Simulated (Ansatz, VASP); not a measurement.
## Two plane-wave programs on Os

```xyz
1
Lattice="-0.0526 1.9437 1.9377 1.9483 -0.0376 1.9227 1.9199 1.9003 -0.0092" Properties=species:S:1:pos:R:3 pbc="T T T"
Os   -0.0280   -0.0359    0.0094
```

Change from the starting cell: cell strained at random at fixed volume.

Alike in both runs: functional PBEsol; dispersion D3(BJ); k mesh 12 × 12 × 12; occupations fermi-dirac, width 0.05 eV; no spin polarisation; Hubbard terms Os d U = 3.0 eV.

|  | VASP | Ansatz |
| --- | --- | --- |
| version | VASP 6.6.1 | Ansatz 0.2.0 |
| potentials or method | VASP PAW PBE potentials, release 64 (Os) | Ansatz PAW earlier set |
| plane-wave cutoff (eV) | 520 | 480 |
| valence electrons in the cell | 8 | 16 |
| task | single point | electrostatic potential |

|  | VASP | Ansatz | Ansatz less VASP |
| --- | --- | --- | --- |
| gap on the k mesh at the Fermi level (eV) | none | none | - |
| pressure (GPa) | -33.1 | -37.2 | -4.06 |
| traceless stress, the component that is largest in VASP (GPa) | 11.78 | 12.29 | +0.507 |

VASP's potentials were made for PBE, not for PBEsol, and Ansatz warns of the same on its side. The programs project onto different local orbitals, so the same U acts differently, and such runs can settle in different states. A gap of «none» marks a metal or a gap that the smearing closes. The pressures are high and differ by over a tenth, so treat them with care. VASP's potentials hold 8 valence electrons a cell and Ansatz's 16, so a difference there can come from the potentials and not from the codes.

Neither program's run includes spin-orbit coupling. Noted on VASP's run: the cell as given lies far from equilibrium. Noted on Ansatz's run: the cell as given lies far from equilibrium.
